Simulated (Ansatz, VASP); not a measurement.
MnO: VASP beside Ansatz

```
Mn O
1.0
     0.00000    2.07809    2.07809
     2.07809    0.00000    2.07809
     2.07809    2.07809    0.00000
Mn O
1 1
Direct
  0.00000 0.00000 0.00000
  0.50000 0.50000 0.50000
```

Alike in both runs: task single point; functional PBE; k mesh 14 × 14 × 14; occupations gaussian, width 0.05 eV; no spin polarisation.

|  | VASP | Ansatz |
| --- | --- | --- |
| version | VASP 6.6.1 | Ansatz 0.2.0 |
| potentials or method | VASP PAW PBE potentials, release 64 (Mn_pv, O), cutoff 600 eV | scalar-relativistic, plane waves, PAW |
| valence electrons in the cell | 19 | 21 |

|  | VASP | Ansatz | Ansatz less VASP |
| --- | --- | --- | --- |
| gap on the k mesh at the Fermi level (eV) | none | none | - |
| pressure (GPa) | -8.3 | -8.8 | -0.58 |

A gap of «none» marks a metal or a gap that the smearing closes. VASP's potentials hold 19 valence electrons a cell and Ansatz's 21, so a difference there can come from the potentials and not from the codes.
